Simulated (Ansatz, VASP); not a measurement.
One calculation of Cs, two programs

File INCAR:

```
PREC = Accurate
ENCUT = 600
EDIFF = 1E-7
ISMEAR = 0
SIGMA = 0.1
LREAL = False
LASPH = True
NELM = 100
ALGO = Fast
ISIF = 3
LWAVE = False
LCHARG = False
GGA = PE
IBRION = 2
NSW = 100
EDIFFG = -0.005
```

Contents of KPOINTS:

```
Automatic mesh
0
Gamma
  10 10 10
```

The input POSCAR:

```
Cs
1.0
   -3.0335000000      3.0335000000      3.0335000000
    3.0335000000     -3.0335000000      3.0335000000
    3.0335000000      3.0335000000     -3.0335000000
Cs
1
Direct
    0.0000000000      0.0000000000      0.0000000000
```

Input for Ansatz:

```yaml
crystal:
  lattice:
    - [-3.0335, 3.0335, 3.0335]
    - [3.0335, -3.0335, 3.0335]
    - [3.0335, 3.0335, -3.0335]
  atoms:
    - { symbol: Cs, position: [0.0, 0.0, 0.0] }
basis:
  ecutwfc: 420
kpoints:
  mp_grid: { grid: [10, 10, 10] }
hamiltonian:
  xc: pbe
scf:
  occupations: { method: gaussian, width: 0.1 }
output:
  forces: true
  stress: true
  eigenvalues: true
  write_density: true
  write_potential: true
  elf: true
  volumetric_format: npy
relax:
  adjacent_minimum: "off"
  f_tol: 0.005
  max_steps: 80
  cell: { stress_tol: 0.05 }
```

Alike in both runs: task relaxation of cell and atoms; functional PBE; k mesh 10 × 10 × 10; occupations gaussian, width 0.1 eV; no spin polarisation.

|  | VASP | Ansatz |
| --- | --- | --- |
| version | VASP 6.6.1 | Ansatz 0.2.0 |
| potentials or method | VASP PAW PBE potentials, release 64 (Cs_sv), cutoff 600 eV | scalar-relativistic, plane waves, PAW |
| valence electrons in the cell | 9 | 9 |

VASP gave:

* gap on the k mesh at the Fermi level, each at its own relaxed structure (eV): none
* relaxed volume (Å³/atom): 116.75
* relaxed cell length with the largest relative difference (Å): 5.333

Problem. Which values does Ansatz return?

Solution. gap on the k mesh at the Fermi level, each at its own relaxed structure (eV): none; relaxed volume (Å³/atom): 116.81; relaxed cell length with the largest relative difference (Å): 5.334.

A gap of «none» marks a metal or a gap that the smearing closes.

Neither program's run includes spin-orbit coupling.
